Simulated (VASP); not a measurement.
A run of VASP 6.6.1:

INCAR

```
ALGO     = Normal         # electronic algorithm
EDIFF    = 1E-7           # SCF threshold, eV
EDIFFG   = -0.02          # ionic threshold
ENCUT    = 600            # plane-wave cutoff, eV
GGA      = RE             # functional
IBRION   = 2              # ionic algorithm
ISIF     = 3              # what is computed and relaxed
ISMEAR   = -1             # smearing method
LASPH    = T              # aspherical terms in the spheres
LCHARG   = F              # write CHGCAR
LREAL    = F              # projectors in reciprocal space
LWAVE    = F              # write WAVECAR
NELM     = 100            # most SCF steps
NSW      = 80             # ionic steps
PREC     = Accurate       # precision mode
SIGMA    = 0.05           # smearing width, eV
```

Contents of KPOINTS:

```
k-points
0
Gamma
  12 12 12
```

POSCAR

```
Mo
1.0
   -1.5838089719      1.5838089719      1.5838089719
    1.5838089719     -1.5838089719      1.5838089719
    1.5838089719      1.5838089719     -1.5838089719
Mo
1
Direct
    0.0000000000      0.0000000000      0.0000000000
```

Potentials or basis: VASP PAW PBE potentials, release 64 (Mo_sv).

The run is started by

```bash
$ cat potpaw_PBE.64/Mo_sv/POTCAR > POTCAR
$ mpirun -np 1 vasp_std > vasp.out
```

Hardware: 1 thread of AMD EPYC 7R43 64-Core Processor (Zen 3), on a shared host.

**Question.** Estimate the wall time of this run.

**Answer.** Run time: 48 s on 1 thread of AMD EPYC 7R43 64-Core Processor (Zen 3) (shared host), peak memory 0.12 GiB. Counts: scf iterations 27, k points 72, ion steps 3.
